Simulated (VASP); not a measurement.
# CuI (Fm-3m) in VASP: notebook

The runs below take CuI through single point, with PBE.

Everything below comes from runs of VASP 6.6.1. Logs are shortened: lines on timing, memory, paths and dates and some standing lists are left out, and cuts for length are marked.

## Step 1: The cell of the first run

The structure is cubic, space group Fm-3m (No. 225). Conventional cell: a = 5.724 Å, b = 5.724 Å, c = 5.724 Å, α = 90.00°, β = 90.00°, γ = 90.00°. I (site symmetry m-3m) has 6 Cu at 2.86 Å within 3.8 Å. Cu (site symmetry m-3m) has 6 I at 2.86 Å within 3.8 Å.

## Step 2: Single point, PBE

Input file INCAR:

```
PREC     = Accurate       # precision mode
ENCUT    = 520            # plane-wave cutoff, eV
EDIFF    = 1E-7           # SCF threshold, eV
ISMEAR   = -1             # smearing method
SIGMA    = 0.05           # smearing width, eV
LREAL    = False          # projectors in reciprocal space
LASPH    = True           # aspherical terms in the spheres
NELM     = 100            # most SCF steps
ALGO     = Normal         # electronic algorithm
ISIF     = 2              # what is computed and relaxed
LWAVE    = False          # write WAVECAR
LCHARG   = True           # write CHGCAR
GGA      = PE             # functional
LELF     = True           # ELF
LVHAR    = True         
NBANDS   = 16             # bands
```

Input file KPOINTS:

```
regular mesh
0
Gamma
  8 8 8
```

Input file POSCAR:

```
CuI
1.0
    0.0000000000      2.8620890000      2.8620890000
    2.8620890000      0.0000000000      2.8620890000
    2.8620890000      2.8620890000      0.0000000000
I Cu
1 1
Direct
    0.5000000000      0.5000000000      0.5000000000
    0.0000000000      0.0000000000      0.0000000000
```

Potentials or basis: VASP PAW PBE potentials, release 64 (I, Cu).

Started as:

```console
$ cat potpaw_PBE.64/I/POTCAR potpaw_PBE.64/Cu/POTCAR > POTCAR
$ mpirun -np 1 vasp_std > vasp.out
```

OUTCAR:

```text
PREC = Accurate
   ENCUT = 520
   EDIFF = 1E-7
   ISMEAR = -1
   LREAL = False
   LASPH = True
   NELM = 100
   ISIF = 2
   GGA = PE

 ion  position               nearest neighbor table
   1  0.500  0.500  0.500-   2 2.86   2 2.86   2 2.86   2 2.86   2 2.86   2 2.86
   2  0.000  0.000  0.000-   1 2.86   1 2.86   1 2.86   1 2.86   1 2.86   1 2.86

  LATTYP: Found a face centered cubic cell.
 ALAT       =     5.7241780000

  Lattice vectors:

 A1 = (   0.0000000000,   2.8620890000,   2.8620890000)
 A2 = (   2.8620890000,   0.0000000000,   2.8620890000)
 A3 = (   2.8620890000,   2.8620890000,   0.0000000000)

Analysis of symmetry for initial positions (statically):
=====================================================================
 Subroutine PRICEL returns:
 Original cell was already a primitive cell.

 Routine SETGRP: Setting up the symmetry group for a
 face centered cubic supercell.

 Subroutine GETGRP returns: Found 48 space group operations
 (whereof 48 operations were pure point group operations)
 out of a pool of 48 trial point group operations.

The static configuration has the point symmetry O_h .

Analysis of symmetry for dynamics (positions and initial velocities):
=====================================================================
 Subroutine PRICEL returns:
 Original cell was already a primitive cell.

 Routine SETGRP: Setting up the symmetry group for a
 face centered cubic supercell.

 Subroutine GETGRP returns: Found 48 space group operations
 (whereof 48 operations were pure point group operations)
 out of a pool of 48 trial point group operations.

The dynamic configuration has the point symmetry O_h .

 Subroutine INISYM returns: Found 48 space group operations
 (whereof 48 operations are pure point group operations),
 and found     1 'primitive' translations

----------------------------------------------------------------------------------------

                                     Primitive cell

  volume of cell :      46.8899

  direct lattice vectors                    reciprocal lattice vectors
     0.000000000  2.862089000  2.862089000    -0.174697572  0.174697572  0.174697572
     2.862089000  0.000000000  2.862089000     0.174697572 -0.174697572  0.174697572
     2.862089000  2.862089000  0.000000000     0.174697572  0.174697572 -0.174697572

  length of vectors
     4.047605081  4.047605081  4.047605081     0.302585071  0.302585071  0.302585071

  position of ions in fractional coordinates (direct lattice)
     0.500000000  0.500000000  0.500000000
     0.000000000  0.000000000  0.000000000

  ion indices of the primitive-cell ions
   primitive index   ion index
                 1           1
                 2           2

----------------------------------------------------------------------------------------

 KPOINTS: regular mesh

Automatic generation of k-mesh.
 Grid dimensions read from file:
 generate k-points for:    8    8    8

 Generating k-lattice:

  Cartesian coordinates                     Fractional coordinates (reciprocal lattice)
    -0.021837197  0.021837197  0.021837197     0.125000000  0.000000000  0.000000000
     0.021837197 -0.021837197  0.021837197     0.000000000  0.125000000  0.000000000
     0.021837197  0.021837197 -0.021837197     0.000000000  0.000000000  0.125000000

  Length of vectors
     0.037823134  0.037823134  0.037823134

  Shift w.r.t. Gamma in fractional coordinates (k-lattice)
     0.000000000  0.000000000  0.000000000

 Subroutine IBZKPT returns following result:
 ===========================================

 Found     29 irreducible k-points:

 Following reciprocal coordinates:
            Coordinates               Weight
  0.000000  0.000000  0.000000      1.000000
  0.125000  0.000000  0.000000      8.000000
  0.250000  0.000000  0.000000      8.000000
  0.375000  0.000000  0.000000      8.000000
  0.500000  0.000000  0.000000      4.000000
  0.125000  0.125000  0.000000      6.000000
[... 16 lines left out ...]
  0.500000  0.250000  0.125000     48.000000
 -0.375000  0.250000  0.125000     24.000000
 [... further k-points ...]
   k-points           NKPTS =     29   k-points in BZ     NKDIM =     29   number of bands    NBANDS=     16
   number of dos      NEDOS =    301   number of ions     NIONS =      2
   total plane-waves  NPLWV =  27000
   dimension x,y,z NGX =    30 NGY =   30 NGZ =   30
   dimension x,y,z NGXF=    60 NGYF=   60 NGZF=   60
   ions per type =               1   1
   NGX,Y,Z   is equivalent  to a cutoff of  12.32, 12.32, 12.32 a.u.
   NGXF,Y,Z  is equivalent  to a cutoff of  24.64, 24.64, 24.64 a.u.
 SYSTEM =  unknown system
   PREC   = accura    normal or accurate (medium, high low for compatibility)
   ISTART =      0    job   : 0-new  1-cont  2-samecut
   ICHARG =      2    charge: 1-file 2-atom 10-const
   ISPIN  =      1    spin polarized calculation?
   LNONCOLLINEAR =      F non collinear calculations
   LSORBIT =      F    spin-orbit coupling
   LASPH  =      T    aspherical Exc in radial PAW
   ENCUT  =  520.0 eV  38.22 Ry    6.18 a.u.   7.53  7.53  7.53*2*pi/ulx,y,z
   NELM   =    100;   NELMIN=  2; NELMDL= -5     # of ELM steps
   EDIFF  = 0.1E-06   stopping-criterion for ELM
   LREAL  =      F    real-space projection
   EDIFFG = 0.1E-05   stopping-criterion for IOM
   NSW    =      0    number of steps for IOM
   IBRION =     -1    ionic relax: 0-MD 1-quasi-New 2-CG
   NFREE  =      0    steps in history (QN), initial steepest desc. (CG)
   ISIF   =      2    stress and relaxation
   ISYM   =      2    0-nonsym 1-usesym 2-fastsym
   POTIM  = 0.5000    time-step for ionic-motion
   TEBEG  =    0.0;   TEEND  =   0.0 temperature during run
   PSTRESS=    0.0 pullay stress
   NELECT =      18.0000    total number of electrons
   NUPDOWN=      -1.0000    fix difference up-down
   EMIN   =  10.00;   EMAX   =-10.00  energy-range for DOS
   EFERMI =   0.00;   METHOD = LEGACY
   ISMEAR =    -1;   SIGMA  =   0.05  broadening in eV -4-tet -1-fermi 0-gaus
   EFERMI_NEDOS =   21; number of points for ismear=-14 and -15
   IALGO  =     38    algorithm
   IMIX   =      4    mixing-type and parameters
     AMIX     =   0.40;   BMIX     =  1.00
     AMIX_MAG =   1.60;   BMIX_MAG =  1.00
  volume/ion in A,a.u.               =      23.44       158.21
  Fermi-wavevector in a.u.,A,eV,Ry     =   1.189796  2.248389 19.260607  1.415615
  Thomas-Fermi vector in A             =   2.325895
   LORBIT       =      0    0 simple, 1 ext, 2 COOP (PROOUT), +10 PAW based schemes
   GGA     = PE    functional components
   LHFCALC =     F    Hartree Fock is set to
   AEXX    =    0.0000 exact exchange contribution
   IVDW    =     0    specifies the selected vdW correction
   LEPSILON=     F    determine dielectric tensor
   LRPA    =     F    only Hartree local field effects (RPA)
 non-spin polarized calculation
  energy-cutoff  :      520.00
  volume of cell :       46.89
 maximum number of plane-waves:      1283
   NGX = 15   NGY = 15   NGZ = 15

 number of electron      18.0000005 magnetization

 Free energy of the ion-electron system (eV)
  ---------------------------------------------------
  ext. energy  EPLUGINS =         0.00000000
  ---------------------------------------------------
  free energy    TOTEN  =        -5.09489263 eV

  energy without entropy =       -5.09129796  energy(sigma->0) =       -5.09309530

 E-fermi :   6.2855     XC(G=0): -10.0233

 val. band max:        6.2198839641   @ k =   0.5000   0.0000   0.0000
 cond. band min:       6.3841637412   @ k =   0.3750   0.3750   0.0000
 fundamental gap:      0.1642797771
 Fermi energy:         6.2854840329

 k-point     1 :       0.0000    0.0000    0.0000
  band No.  band energies     occupation
      1      -8.0642      2.00000
      2       4.2651      2.00000
      3       4.2651      2.00000
      4       4.2847      2.00000
      5       4.2848      2.00000
      6       4.2848      2.00000
[... 8 lines left out ...]
     15      14.9145      0.00000
     16      14.9145      0.00000

 k-point     2 :       0.1250    0.0000    0.0000
  band No.  band energies     occupation
      1      -7.9486      2.00000
      2       3.1906      2.00000
      3       3.6976      2.00000
      4       3.6976      2.00000
      5       4.3133      2.00000
      6       4.3133      2.00000
[... 8 lines left out ...]
     15      14.2956      0.00000
     16      14.6603      0.00000

 k-point     3 :       0.2500    0.0000    0.0000
  band No.  band energies     occupation
      1      -7.6416      2.00000
      2       1.5592      2.00000
      3       3.1742      2.00000
      4       3.1742      2.00000
      5       4.3905      2.00000
      6       4.3905      2.00000
[... 8 lines left out ...]
     15      15.0835      0.00000
     16      15.0835      0.00000

 k-point     4 :       0.3750    0.0000    0.0000
  band No.  band energies     occupation
      1      -7.2815      2.00000
      2       0.3037      2.00000
      3       2.8327      2.00000
      4       2.8327      2.00000
      5       4.4707      2.00000
      6       4.4707      2.00000
[... 8 lines left out ...]
     15      16.5618      0.00000
     16      16.5618      0.00000

 k-point     5 :       0.5000    0.0000    0.0000
  band No.  band energies     occupation
      1      -7.1105      2.00000
      2      -0.1776      2.00000
      3       2.7145      2.00000
      4       2.7145      2.00000
      5       4.5047      2.00000
      6       4.5047      2.00000
[... 8 lines left out ...]
     15      17.9611      0.00000
     16      17.9611      0.00000

 k-point     6 :       0.1250    0.1250    0.0000
  band No.  band energies     occupation
      1      -7.9112      2.00000
      2       2.9343      2.00000
      3       3.8228      2.00000
      4       3.8228      2.00000
      5       4.2471      2.00000
      6       4.2819      2.00000
[... 8 lines left out ...]
     15      15.8718      0.00000
     16      15.8718      0.00000
[... 267 lines left out ...]
 k-point    21 :       0.5000    0.5000    0.0000
  band No.  band energies     occupation
      1      -6.8913      2.00000
      2       0.7422      2.00000
      3       2.8432      2.00000
      4       2.8432      2.00000
      5       4.0212      2.00000
      6       4.3805      2.00000
[... 8 lines left out ...]
     15      18.9050      0.00000
     16      19.7478      0.00000

 k-point    22 :       0.3750    0.2500    0.1250
  band No.  band energies     occupation
      1      -7.4122      2.00000
      2       1.2480      2.00000
      3       2.8630      2.00000
      4       2.9578      2.00000
      5       4.3356      2.00000
      6       4.4318      2.00000
[... 8 lines left out ...]
     15      17.2378      0.00000
     16      17.7063      0.00000

 k-point    23 :       0.5000    0.2500    0.1250
  band No.  band energies     occupation
      1      -7.1196      2.00000
      2       0.6107      2.00000
      3       2.3208      2.00000
      4       2.7030      2.00000
      5       4.4098      2.00000
      6       4.5068      2.00000
[... 8 lines left out ...]
     15      17.4306      0.00000
     16      18.3818      0.00000

 k-point    24 :      -0.3750    0.2500    0.1250
  band No.  band energies     occupation
      1      -6.9854      2.00000
      2       0.3275      2.00000
      3       2.1290      2.00000
      4       2.6087      2.00000
      5       4.4768      2.00000
      6       4.4968      2.00000
[... 8 lines left out ...]
     15      16.2095      0.00000
     16      19.0917      0.00000

 [... further k-points ...]

------------------------ aborting loop because EDIFF is reached ----------------------------------------

  FORCE on cell =-STRESS in cart. coord.  units (eV):
  Direction    XX          YY          ZZ          XY          YZ          ZX
  --------------------------------------------------------------------------------------
  -------------------------------------------------------------------------------------
  Total        0.1133982      0.1133982      0.1133982      0.0000000      0.0000000     -0.0000000
  in kB        3.8746934      3.8746934      3.8746934      0.0000000      0.0000000     -0.0000000
  external PRESSURE =       3.8746934 kB  Pullay stress =       0.0000000 kB

 VOLUME and BASIS-vectors are now :
 -----------------------------------------------------------------------------
  energy-cutoff  :      520.00
  volume of cell :       46.89
      direct lattice vectors                 reciprocal lattice vectors
     0.000000000  2.862089000  2.862089000    -0.174697572  0.174697572  0.174697572
     2.862089000  0.000000000  2.862089000     0.174697572 -0.174697572  0.174697572
     2.862089000  2.862089000  0.000000000     0.174697572  0.174697572 -0.174697572

 POSITION                                       TOTAL-FORCE (eV/Angst)
 -----------------------------------------------------------------------------------
      2.86209      2.86209      2.86209        -0.000000      0.000000     -0.000000
      0.00000      0.00000      0.00000         0.000000      0.000000      0.000000
 -----------------------------------------------------------------------------------
    total drift:                               -0.000000      0.000000      0.000000

  FREE ENERGIE OF THE ION-ELECTRON SYSTEM (eV)
  ---------------------------------------------------
  free  energy   TOTEN  =        -5.0948926316 eV

  energy  without entropy=       -5.0912979586  energy(sigma->0) =       -5.09309530
```

Run time: 12 s. Hardware: 1 thread of Intel Xeon 6975P-C (Granite Rapids), shared host; peak memory 0.18 GiB.

What came out:

```
Free energy            : -5.0949 eV
Pressure               : 0.4 GPa
Band gap on the k mesh : zero (band 9 reaches 6.22 eV, above the bottom of band 10 at 5.77 eV)
```

Caveat: spin-orbit coupling is left out, which moves the levels of the heavy elements; semilocal functionals often make such compounds metallic where correlation or magnetic order opens a gap, which also shifts bond lengths.

## Step 3: Single point, PBE

Input file INCAR:

```
SYSTEM = CuI
PREC     = Accurate       ! precision mode
ENCUT    = 520            ! plane-wave cutoff, eV
EDIFF    = 1E-6           ! SCF threshold, eV
ISMEAR   = -1             ! smearing method
SIGMA    = 0.05           ! smearing width, eV
LREAL    = .False.        ! projectors in reciprocal space
LASPH    = .True.         ! aspherical terms in the spheres
NELM     = 80             ! most SCF steps
ALGO     = Normal         ! electronic algorithm
ISIF     = 2              ! what is computed and relaxed
LWAVE    = .False.        ! write WAVECAR
LCHARG   = .False.        ! write CHGCAR
GGA      = PE             ! functional
NBANDS   = 16             ! bands
```

Input file KPOINTS:

```
regular mesh
0
Gamma
  8 8 8
  0 0 0
```

POSCAR is that of step 2.

Potentials or basis: VASP PAW PBE potentials, release 64 (I, Cu).

Started as:

```console
$ cat potpaw_PBE.64/I/POTCAR potpaw_PBE.64/Cu/POTCAR > POTCAR
$ mpirun -np 1 vasp_std > vasp.out
```

OUTCAR:

```text
SYSTEM = CuI
   PREC = Accurate
   ENCUT = 520
   EDIFF = 1E-6
   ISMEAR = -1
   LREAL = .False.
   LASPH = .True.
   NELM = 80
   ISIF = 2
   GGA = PE

 ion  position               nearest neighbor table
   1  0.500  0.500  0.500-   2 2.86   2 2.86   2 2.86   2 2.86   2 2.86   2 2.86
   2  0.000  0.000  0.000-   1 2.86   1 2.86   1 2.86   1 2.86   1 2.86   1 2.86

  LATTYP: Found a face centered cubic cell.
 ALAT       =     5.7241780000

  Lattice vectors:

[... 640 lines left out ...]
 [... further k-points ...]

------------------------ aborting loop because EDIFF is reached ----------------------------------------

  FORCE on cell =-STRESS in cart. coord.  units (eV):
  Direction    XX          YY          ZZ          XY          YZ          ZX
  --------------------------------------------------------------------------------------
  -------------------------------------------------------------------------------------
  Total        0.1277124      0.1277124      0.1277124      0.0000000      0.0000000     -0.0000000
  in kB        4.3637948      4.3637948      4.3637948      0.0000000      0.0000000     -0.0000000
  external PRESSURE =       4.3637948 kB  Pullay stress =       0.0000000 kB

 VOLUME and BASIS-vectors are now :
 -----------------------------------------------------------------------------
  energy-cutoff  :      520.00
  volume of cell :       46.89
      direct lattice vectors                 reciprocal lattice vectors
     0.000000000  2.862089000  2.862089000    -0.174697572  0.174697572  0.174697572
     2.862089000  0.000000000  2.862089000     0.174697572 -0.174697572  0.174697572
     2.862089000  2.862089000  0.000000000     0.174697572  0.174697572 -0.174697572

 POSITION                                       TOTAL-FORCE (eV/Angst)
 -----------------------------------------------------------------------------------
      2.86209      2.86209      2.86209        -0.000000      0.000000     -0.000000
      0.00000      0.00000      0.00000         0.000000     -0.000000      0.000000
 -----------------------------------------------------------------------------------
    total drift:                               -0.000000      0.000000      0.000000

  FREE ENERGIE OF THE ION-ELECTRON SYSTEM (eV)
  ---------------------------------------------------
  free  energy   TOTEN  =        -5.0948926054 eV

  energy  without entropy=       -5.0912999816  energy(sigma->0) =       -5.09309629
```

OSZICAR:

```text
N       E                     dE             d eps       ncg     rms          rms(c)
DAV:   1     0.995071091085E+02    0.99507E+02   -0.80924E+03   928   0.126E+03
DAV:   2     0.130812888051E+01   -0.98199E+02   -0.89783E+02  1016   0.234E+02
DAV:   3    -0.513288593562E+01   -0.64410E+01   -0.63103E+01  1248   0.647E+01
DAV:   4    -0.530860500721E+01   -0.17572E+00   -0.17565E+00  1232   0.922E+00
DAV:   5    -0.531365823343E+01   -0.50532E-02   -0.50532E-02  1312   0.155E+00    0.720E+00
DAV:   6    -0.531690458864E+01   -0.32464E-02   -0.31814E+00   992   0.453E+01    0.427E+00
DAV:   7    -0.509425834366E+01    0.22265E+00   -0.88383E-01   976   0.304E+01    0.204E+00
DAV:   8    -0.509948180551E+01   -0.52235E-02   -0.63095E-02  1304   0.470E+00    0.860E-01
DAV:   9    -0.509481319533E+01    0.46686E-02   -0.18132E-02  1168   0.370E+00    0.141E-01
DAV:  10    -0.509501156502E+01   -0.19837E-03   -0.77453E-04  1504   0.616E-01    0.126E-01
DAV:  11    -0.509489041097E+01    0.12115E-03   -0.76566E-04  1176   0.743E-01    0.119E-02
DAV:  12    -0.509489328882E+01   -0.28779E-05   -0.41563E-05  1376   0.745E-02    0.169E-02
DAV:  13    -0.509489260544E+01    0.68338E-06   -0.95625E-07   808   0.276E-02
   1 F= -.50948926E+01 E0= -.50930963E+01  d E =-.359262E-02
```

stdout:

```text
POSCAR found type information on POSCAR I Cu
 POSCAR found :  2 types and       2 ions
 scaLAPACK will be used
 LDA part: xc-table for (Slater+PW92), standard interpolation
 POSCAR, INCAR and KPOINTS ok, starting setup
 FFT: planning ... GRIDC
 FFT: planning ... GRID_SOFT
 FFT: planning ... GRID
 WAVECAR not read
 entering main loop
```

Run time: 11 s. Hardware: 1 thread of Intel Xeon 6975P-C (Granite Rapids), shared host; peak memory 0.17 GiB.

What came out:

```
Free energy            : -5.0949 eV
Pressure               : 0.4 GPa
Band gap on the k mesh : zero (band 9 reaches 6.22 eV, above the bottom of band 10 at 5.77 eV)
```

Levels at points of the mesh, in eV from the Fermi level:
```
           k point  band 5  band 6  band 7  band 8  band 9  band 10  band 11  band 12  band 13  band 14
(0.00, 0.00, 0.00)   -2.00   -2.00   -1.87   -1.87   -1.87     0.82     7.27     7.27     7.27     8.63
(0.50, 0.00, 0.00)   -1.78   -1.78   -1.69   -0.07   -0.07     2.72     4.34     4.34     5.58    10.65
(0.50, 0.50, 0.00)   -2.26   -1.91   -1.70   -1.70   -1.59    -0.52     4.37     9.95     9.95    10.31
```

Caveat: spin-orbit coupling is left out, which moves the levels of the heavy elements; semilocal functionals often make such compounds metallic where correlation or magnetic order opens a gap, which also shifts bond lengths.

[end of part 1 of 2]
